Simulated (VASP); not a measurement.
# Mg3Zr (Pm-3m) in VASP: notebook, part 2 of 2

VASP 6.6.1. Earlier steps stand in the parts before.

### Step 5. Single point, LDA

This run uses another cell than the first one, of 23.08 Å³/atom, 1.082 times its volume.

INCAR reads:

```
PREC = Accurate
ENCUT = 520
EDIFF = 1E-6
ISMEAR = -1
SIGMA = 0.15
LREAL = False
LASPH = True
NELM = 80
ALGO = Normal
ISIF = 2
LWAVE = False
LCHARG = False
NBANDS = 17
```

KPOINTS reads:

```
Automatic mesh
0
Gamma
  5 5 5
```

POSCAR reads:

```
Mg3Zr
1.0
    4.5198137524      0.0000000000      0.0000000000
    0.0000000000      4.5198137524      0.0000000000
    0.0000000000      0.0000000000      4.5198137524
Mg Zr
3 1
Direct
    0.5000000000      0.5000000000      0.0000000000
    0.5000000000      0.0000000000      0.5000000000
    0.0000000000      0.5000000000      0.5000000000
    0.0000000000      0.0000000000      0.0000000000
```

Potentials or basis: VASP PAW LDA potentials, release 64 (Mg, Zr_sv).

Command:

```console
cat potpaw_LDA.64/Mg/POTCAR potpaw_LDA.64/Zr_sv/POTCAR > POTCAR
mpirun -np 1 vasp_std > vasp.out
```

OUTCAR:

```text
PREC = Accurate
   ENCUT = 520
   EDIFF = 1E-6
   ISMEAR = -1
   LREAL = False
   LASPH = True
   NELM = 80
   ISIF = 2

 ion  position               nearest neighbor table
   1  0.500  0.500  0.000-   2 3.20   3 3.20   4 3.20   2 3.20   3 3.20   2 3.20   4 3.20   2 3.20
                             3 3.20   4 3.20   3 3.20   4 3.20
   2  0.500  0.000  0.500-   1 3.20   3 3.20   4 3.20   1 3.20   4 3.20   1 3.20   3 3.20   1 3.20
                             3 3.20   4 3.20   4 3.20   3 3.20
   3  0.000  0.500  0.500-   1 3.20   2 3.20   4 3.20   1 3.20   4 3.20   2 3.20   4 3.20   4 3.20
                             1 3.20   2 3.20   1 3.20   2 3.20
   4  0.000  0.000  0.000-   1 3.20   2 3.20   3 3.20   2 3.20   3 3.20   1 3.20   3 3.20   3 3.20
                             1 3.20   2 3.20   2 3.20   1 3.20

  LATTYP: Found a simple cubic cell.
 ALAT       =     4.5198137524

  Lattice vectors:

 A1 = (   4.5198137524,   0.0000000000,   0.0000000000)
 A2 = (   0.0000000000,   4.5198137524,   0.0000000000)
 A3 = (   0.0000000000,   0.0000000000,   4.5198137524)

Analysis of symmetry for initial positions (statically):
=====================================================================
 Subroutine PRICEL returns:
 Original cell was already a primitive cell.

 Routine SETGRP: Setting up the symmetry group for a
 simple cubic supercell.

 Subroutine GETGRP returns: Found 48 space group operations
 (whereof 48 operations were pure point group operations)
 out of a pool of 48 trial point group operations.

The static configuration has the point symmetry O_h .

Analysis of symmetry for dynamics (positions and initial velocities):
=====================================================================
 Subroutine PRICEL returns:
 Original cell was already a primitive cell.

 Routine SETGRP: Setting up the symmetry group for a
 simple cubic supercell.

 Subroutine GETGRP returns: Found 48 space group operations
 (whereof 48 operations were pure point group operations)
 out of a pool of 48 trial point group operations.

The dynamic configuration has the point symmetry O_h .

[... 109 lines left out ...]
  Fermi-wavevector in a.u.,A,eV,Ry     =   0.949245  1.793814 12.259756  0.901067
  Thomas-Fermi vector in A             =   2.077510
   LORBIT       =      0    0 simple, 1 ext, 2 COOP (PROOUT), +10 PAW based schemes
   GGA     = CA    functional components
   LHFCALC =     F    Hartree Fock is set to
   AEXX    =    0.0000 exact exchange contribution
   IVDW    =     0    specifies the selected vdW correction
   LEPSILON=     F    determine dielectric tensor
   LRPA    =     F    only Hartree local field effects (RPA)
 non-spin polarized calculation
  energy-cutoff  :      520.00
  volume of cell :       92.33
 maximum number of plane-waves:      2517
 NGX is ok and might be reduce to    36
   NGX = 17   NGY = 17   NGZ = 17

 number of electron      18.0000000 magnetization

 Free energy of the ion-electron system (eV)
  ---------------------------------------------------
  ext. energy  EPLUGINS =         0.00000000
  ---------------------------------------------------
  free energy    TOTEN  =       -14.66038597 eV

  energy without entropy =      -14.38041724  energy(sigma->0) =      -14.52040160

 E-fermi :   3.6470     XC(G=0):  -9.3702

 val. band max:        3.5727759715   @ k =   0.4000   0.4000   0.2000
 cond. band min:       3.7074178723   @ k =   0.4000   0.2000   0.2000
 fundamental gap:      0.1346419008
 Fermi energy:         3.6469728901

 k-point     1 :       0.0000    0.0000    0.0000
  band No.  band energies     occupation
      1     -45.1193      2.00000
      2     -23.2718      2.00000
      3     -23.2718      2.00000
      4     -23.2718      2.00000
      5      -2.6010      2.00000
      6       2.5111      1.99897
[... 177 lines left out ...]
      4     -23.2825      2.00000
      5       0.6438      2.00000
      6       1.5979      2.00000
[... 9 lines left out ...]
     16       7.9612      0.00000
     17       8.2366      0.00000

------------------------ aborting loop because EDIFF is reached ----------------------------------------

  FORCE on cell =-STRESS in cart. coord.  units (eV):
  Direction    XX          YY          ZZ          XY          YZ          ZX
  --------------------------------------------------------------------------------------
  -------------------------------------------------------------------------------------
  Total       -3.0478551     -3.0478551     -3.0478551      0.0000000     -0.0000000     -0.0000000
  in kB      -52.8863115    -52.8863115    -52.8863115      0.0000000     -0.0000000     -0.0000000
  external PRESSURE =     -52.8863115 kB  Pullay stress =       0.0000000 kB

 VOLUME and BASIS-vectors are now :
 -----------------------------------------------------------------------------
  energy-cutoff  :      520.00
  volume of cell :       92.33
      direct lattice vectors                 reciprocal lattice vectors
     4.519813752  0.000000000  0.000000000     0.221248055  0.000000000  0.000000000
     0.000000000  4.519813752  0.000000000     0.000000000  0.221248055  0.000000000
     0.000000000  0.000000000  4.519813752     0.000000000  0.000000000  0.221248055

 POSITION                                       TOTAL-FORCE (eV/Angst)
 -----------------------------------------------------------------------------------
      2.25991      2.25991      0.00000         0.000000      0.000000      0.000000
      2.25991      0.00000      2.25991         0.000000      0.000000      0.000000
      0.00000      2.25991      2.25991         0.000000      0.000000      0.000000
      0.00000      0.00000      0.00000         0.000000      0.000000      0.000000
 -----------------------------------------------------------------------------------
    total drift:                                0.000000     -0.000000     -0.000000

  FREE ENERGIE OF THE ION-ELECTRON SYSTEM (eV)
  ---------------------------------------------------
  free  energy   TOTEN  =       -14.6603859705 eV

  energy  without entropy=      -14.3804172382  energy(sigma->0) =      -14.52040160
```

Wall time 17 s (1 thread of Intel Xeon 6975P-C, shared host); peak memory 0.17 GiB.

Results:

* Free energy: -14.6604 eV
* Pressure: -5.3 GPa
* Band gap on the k mesh: zero (band 9 reaches 4.38 eV, above the bottom of band 10 at 3.16 eV)

### Step 6. Single point, LDA

This run uses another cell than the first one, of 23.67 Å³/atom, 1.110 times its volume.

INCAR reads:

```
PREC = Accurate
ENCUT = 520
EDIFF = 1E-6
ISMEAR = -1
SIGMA = 0.15
LREAL = F
LASPH = T
NELM = 100
ALGO = Normal
ISIF = 2
LWAVE = F
LCHARG = T
LELF = T
LVHAR = T
NBANDS = 17
```

KPOINTS is that of step 5.

POSCAR reads:

```
Mg3Zr
1.0
    4.5576382201      0.0000000000      0.0000000000
    0.0000000000      4.5576382201      0.0000000000
    0.0000000000      0.0000000000      4.5576382201
Mg Zr
3 1
Direct
    0.5000000000      0.5000000000      0.0000000000
    0.5000000000      0.0000000000      0.5000000000
    0.0000000000      0.5000000000      0.5000000000
    0.0000000000      0.0000000000      0.0000000000
```

Potentials or basis: VASP PAW LDA potentials, release 64 (Mg, Zr_sv).

Command:

```console
cat potpaw_LDA.64/Mg/POTCAR potpaw_LDA.64/Zr_sv/POTCAR > POTCAR
mpirun -np 1 vasp_std > vasp.out
```

It took 16 s on 1 thread of Intel Xeon 6975P-C, shared host; peak memory 0.17 GiB.

The run converged. Its results:

- Free energy: -14.5765 eV
- Pressure: -6.2 GPa
- Band gap on the k mesh: zero (band 9 reaches 4.21 eV, above the bottom of band 10 at 3.01 eV)

Levels at points of the mesh, in eV from the Fermi level:
```csv
k point,band 6,band 7,band 8,band 9,band 10,band 11
"(0.00, 0.00, 0.00)",-1.11,-1.11,0.71,0.71,0.71,0.99
```

### Step 7. Overview

```csv
cell,gap on the mesh (eV),pressure (GPa)
"a = 4.402 Å, 4 atoms",none,-1.6
"a = 4.442 Å, 4 atoms",none,-3.0
"a = 4.481 Å, 4 atoms",none,-4.2
"a = 4.520 Å, 4 atoms",none,-5.3
"a = 4.558 Å, 4 atoms",none,-6.2
```

Alike in all rows: task single point; level LDA; potentials or basis VASP PAW LDA potentials, release 64 (Mg, Zr_sv); no spin polarisation; k mesh 5 × 5 × 5; cutoff (eV) 520; smearing fermi-dirac 0.15 eV.

Absolute energies hang on the potentials; compare differences alone.
